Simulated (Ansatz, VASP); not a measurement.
Two plane-wave programs on PdC18

```xyz
19
Lattice="7.3980 0.0000 0.0000 -3.6990 6.4069 0.0000 0.0000 0.0000 13.0000" Properties=species:S:1:pos:R:3 pbc="T T T"
C     0.0468   -0.0336    1.0130
C     1.2634    0.6807    0.9768
C    -1.1971    2.1213    1.0131
C     0.0294    2.8177    0.9774
C    -2.4312    4.2434    0.9470
C    -1.2035    4.9523    0.9713
C     2.4989   -0.0278    0.9770
C     3.7152    0.6861    1.0129
C     1.2667    2.1073    0.9715
C     2.4945    2.8160    0.9470
C     0.0335    4.2419    0.9770
C     1.2605    4.9383    1.0133
C     4.9553   -0.0343    1.1088
C     6.2049    0.6871    1.1088
C     3.7315    2.1099    0.9575
C     4.9598    2.8190    0.9577
C     2.5014    4.2407    0.9585
C     3.7295    4.9497    0.9584
Pd    1.8791    6.7347    3.1530
```

Alike in both runs: functional PBE; k mesh 2 × 2 × 1; occupations fermi-dirac, width 0.05 eV; no spin polarisation.

Ansatz relaxed the structure, and its values are those at the end. VASP's run is a single point on that final structure, the one shown.

```csv
,VASP,Ansatz
version,VASP 6.6.1,Ansatz 0.2.0
potentials or method,"VASP PAW PBE potentials, release 64 (C, Pd), cutoff 520 eV","scalar-relativistic, plane waves, PAW"
valence electrons in the cell,82,90
```

Ansatz gave:

```
rms of the force components (eV/Å) : 0.005
```

Task: What did VASP give for the same quantities?

Result: rms of the force components (eV/Å): 0.007.

With one functional, cell and mesh, what is left measures potentials, basis and numerics. VASP's potentials hold 82 valence electrons a cell and Ansatz's 90, so a difference there can come from the potentials and not from the codes.

The k mesh is coarse, so the values compare programs but aren't converged.
